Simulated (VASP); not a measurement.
The system is SnSe.

```
CELL_PARAMETERS angstrom
0.00000 3.01000 3.01000
3.01000 0.00000 3.01000
3.01000 3.01000 0.00000
ATOMIC_POSITIONS crystal
Sn 0.00000 0.00000 0.00000
Se 0.50000 0.50000 0.50000
```

| Property | Result |
| --- | --- |
| Program | VASP 6.6.1 |
| Task | relaxation of cell and atoms |
| Functional | PBEsol |
| Dispersion | D3(BJ) |
| Potentials or basis | VASP PAW PBE potentials, release 64 (Sn_d, Se) |
| Cutoff | 600 eV |
| k mesh | 8 × 8 × 8 |
| Occupations | fermi-dirac, width 0.05 eV |
| Spin | no spin polarisation |

At the start: pressure -3.9 GPa; volume 27.27 Å³/atom.

**Question.** Where does the relaxation end?

**Answer.** Over 3 steps the energy falls by 24.9 meV/atom and the volume is 25.33 Å³/atom (-7.1 %); space group Fm-3m (No. 225, to 0.05 Å).

Step by step:
```csv
step,energy change (eV),largest force (eV/Å),pressure (GPa),volume (Å³)
1,0.0000,0.0000,-3.86,54.54
2,-0.0446,0.0000,1.47,49.52
3,-0.0497,0.0000,0.04,50.66
```

Final structure:
```cif
data_structure
_symmetry_space_group_name_H-M 'P 1'
_symmetry_Int_Tables_number 1
_cell_length_a 4.1533
_cell_length_b 4.1533
_cell_length_c 4.1533
_cell_angle_alpha 60.000
_cell_angle_beta 60.000
_cell_angle_gamma 60.000
_cell_volume 50.66
loop_
_atom_site_label
_atom_site_type_symbol
_atom_site_fract_x
_atom_site_fract_y
_atom_site_fract_z
_atom_site_occupancy
Sn1 Sn 0.00000 0.00000 0.00000 1
Se1 Se 0.50000 0.50000 0.50000 1
```

Caveat: the PAW data sets were made with another functional, which shifts forces and pressure a little.
